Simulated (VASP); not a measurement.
Input of a VASP 6.6.1 run:

INCAR

```
PREC = Accurate
ENCUT = 520
EDIFF = 1E-6
ISMEAR = -1
SIGMA = 0.05
LREAL = F
LASPH = T
NELM = 100
ALGO = Normal
ISIF = 2
LWAVE = F
LCHARG = T
GGA = PE
IVDW = 13
LELF = T
LVHAR = T
NBANDS = 12
```

Contents of KPOINTS:

```
regular mesh
0
Gamma
  9 9 5
```

POSCAR

```
Sb
1.0
    3.3281375322      0.0000000000      0.0000000000
   -1.6640687661      2.8822516501      0.0000000000
    0.0000000000      0.0000000000      5.4109934573
Sb
2
Direct
    0.6666666667      0.3333333333      0.7500000000
    0.3333333333      0.6666666667      0.2500000000
```

Potentials or basis: VASP PAW PBE potentials, release 64 (Sb).

The run is started by

```sh
$ cat potpaw_PBE.64/Sb/POTCAR > POTCAR
$ mpirun -np 1 vasp_std > vasp.out
```

(1) Predict the band gap on the k mesh.

(2) Predict the dispersion energy per atom.

(3) Estimate the pressure.

Results:

(1) zero (band 5 reaches 13.29 eV, above the bottom of band 6 at 6.16 eV).

(2) -0.581 eV.

(3) -0.1 GPa.

Caveat: spin-orbit coupling is left out, which moves the levels of the heavy elements; pairwise dispersion overbinds metals, which lowers pressure and volume.
